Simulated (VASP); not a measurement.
Here is a VASP 6.6.1 calculation.

INCAR

```
PREC = Accurate
ENCUT = 520
EDIFF = 1E-6
ISMEAR = -1
SIGMA = 0.05
LREAL = False
LASPH = True
NELM = 60
ALGO = Normal
ISIF = 2
LWAVE = False
LCHARG = True
GGA = B5
ALDAX = 1.0
AGGAX = 1.0
AGGAC = 1.0
ALDAC = 0.0
IVDW = 12
VDW_S6 = 1.0
VDW_S8 = 2.6996
VDW_A1 = 0.4298
VDW_A2 = 4.2359
LELF = True
LVHAR = True
NBANDS = 18
```

KPOINTS

```
Automatic mesh
0
Gamma
  8 8 8
```

File POSCAR:

```
InPd
1.0
    3.2653714862      0.0000000000      0.0000000000
    0.0000000000      3.2653714862      0.0000000000
    0.0000000000      0.0000000000      3.2653714862
In Pd
1 1
Direct
    0.0000000000      0.0000000000      0.0000000000
    0.5000000000      0.5000000000      0.5000000000
```

Potentials or basis: VASP PAW PBE potentials, release 64 (In_d, Pd).

The run is started by

```sh
$ cat potpaw_PBE.64/In_d/POTCAR potpaw_PBE.64/Pd/POTCAR > POTCAR
$ mpirun -np 1 vasp_std > vasp.out
```

Estimate the pressure.

0.4 GPa.

Predict the dispersion energy per atom.

-1.268 eV.

Caveat: the PAW data sets were made with another functional, which shifts forces and pressure a little; pairwise dispersion overbinds metals, which lowers pressure and volume.
